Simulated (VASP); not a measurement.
A run of VASP 6.6.1:

Contents of INCAR:

```
SYSTEM = CuSn3
PREC = Accurate ; ENCUT = 520
EDIFF = 1E-6 ; ISMEAR = 0
SIGMA = 0.1 ; LREAL = .FALSE.
LASPH = .TRUE. ; NELM = 80
ALGO = Normal ; ISIF = 2
LWAVE = .FALSE. ; LCHARG = .FALSE.
GGA = PE ; NBANDS = 34
```

Contents of KPOINTS:

```
Automatic mesh
0
G
  6 6 4
  0 0 0
```

The input POSCAR:

```
CuSn3
1.0
    5.2123108561      0.0000000000      0.0000000000
   -2.6061554281      4.5139936138      0.0000000000
    0.0000000000      0.0000000000      4.9707661884
Cu Sn
1 3
Direct
    0.0000000000      0.0000000000      0.5000000000
    0.3333333333      0.6666666667      0.5000000000
    0.6666666667      0.3333333333      0.5000000000
    0.0000000000      0.0000000000      0.0000000000
```

Potentials or basis: VASP PAW PBE potentials, release 64 (Cu, Sn_d).

The run is started by

```console
$ cat potpaw_PBE.64/Cu/POTCAR potpaw_PBE.64/Sn_d/POTCAR > POTCAR
$ mpirun -np 1 vasp_std > vasp.out
```

Hardware: 1 thread of Intel Xeon 8259CL, with other jobs on the host.

Task: Estimate the wall time of this run.

Result: It took 2.9 min on 1 thread of Intel Xeon 8259CL (shared host), peak memory 0.28 GiB. Counts: scf iterations 15, k points 21.
